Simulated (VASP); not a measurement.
Input of a VASP 6.6.1 run:

INCAR

```
ALGO = Normal
EDIFF = 1E-7
ENCUT = 520
GGA = PE
ISIF = 2
ISMEAR = -1
ISYM = 0
LASPH = True
LCHARG = False
LREAL = Auto
LWAVE = False
NBANDS = 119
NELM = 100
PREC = Accurate
SIGMA = 0.0991
```

File KPOINTS:

```
Automatic mesh
0
Gamma
  1 1 1
  0.25 0.25 0.25
```

File POSCAR:

```
HfZr2Ti3Sn10
1.0
    7.7603250000     -0.1942420000      0.3043740000
   -0.1942420000      7.2869820000      0.1685830000
    0.3043740000      0.1685830000      7.2631360000
Sn Ti Zr Hf
10 3 2 1
Direct
    0.4775751201      0.2616149644      0.7975039590
    0.2973614690      0.3962004166      0.4188962241
    0.6909929075      0.6917134031      0.3639971225
    0.3797444600      0.6586916627      1.0985273363
    0.7578550177      0.0312022328      0.6245360779
    0.7567339714      0.3288246574      0.1818223708
    0.4198209886      0.0176477071      0.2606451680
    0.0332025081      0.8085770496      0.0630782179
    0.0784688892      0.0828551054      0.7403551507
    0.8960978276      0.4573775367      0.5273957479
    0.0668333077      0.8529767249      0.4335774937
    0.1969407162      0.5293392004      0.7813773246
    0.3696246946      0.8718565237      0.6373290635
    0.1335291515      0.2284084934      0.1289299015
    0.7143485110      0.6592748602      0.7947862125
    0.7167143684      1.0140720298      0.9887735099
```

Potentials or basis: VASP PAW PBE potentials, release 64 (Sn_d, Ti_sv, Zr_sv, Hf_pv).

Command:

```console
$ cat potpaw_PBE.64/Sn_d/POTCAR potpaw_PBE.64/Ti_sv/POTCAR potpaw_PBE.64/Zr_sv/POTCAR potpaw_PBE.64/Hf_pv/POTCAR > POTCAR
$ mpirun -np 1 vasp_std > vasp.out
```

Q: Predict the pressure.

A: 0.3 GPa.

Q: Estimate the largest force.

A: 3.250 eV/Å.

Stress tensor (GPa, compression positive):
```
-1.45 -1.25  1.81
-1.25 -0.04  0.33
 1.81  0.33  2.30
```

Caveat: the k points lie up to 0.87 Å⁻¹ apart, too coarse for converged energies, forces and pressures; the atoms stand as in a frame of molecular dynamics.
